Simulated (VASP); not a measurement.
A run of VASP 6.6.1 is set up as follows.

Contents of INCAR:

```
SYSTEM = K
  PREC = Accurate
  ENCUT = 600
  EDIFF = 1E-7
  ISMEAR = -1
  SIGMA = 0.1
  LREAL = .False.
  LASPH = .True.
  NELM = 80
  ALGO = Normal
  ISIF = 3
  LWAVE = .False.
  LCHARG = .False.
  GGA = CA
  IBRION = 2
  NSW = 100
  EDIFFG = -0.002
```

The input KPOINTS:

```
Automatic mesh
0
Gamma
  18 18 18
  0 0 0
```

POSCAR

```
K
1.0
    0.0000000000      2.5240000000      2.5240000000
    2.5240000000      0.0000000000      2.5240000000
    2.5240000000      2.5240000000      0.0000000000
K
1
Direct
    0.0000000000      0.0000000000      0.0000000000
```

Potentials or basis: VASP PAW LDA potentials, release 64 (K_sv).

Command:

```sh
$ cat potpaw_LDA.64/K_sv/POTCAR > POTCAR
$ mpirun -np 1 vasp_std > vasp.out
```

(1) Predict the space group after relaxing (to 0.05 Å).

(2) What does it give for the relaxed cell?

Results:

(1) Fm-3m (No. 225).

(2) a = 4.491 Å, b = 4.491 Å, c = 4.491 Å, α = 60.00°, β = 60.00°, γ = 60.00°.
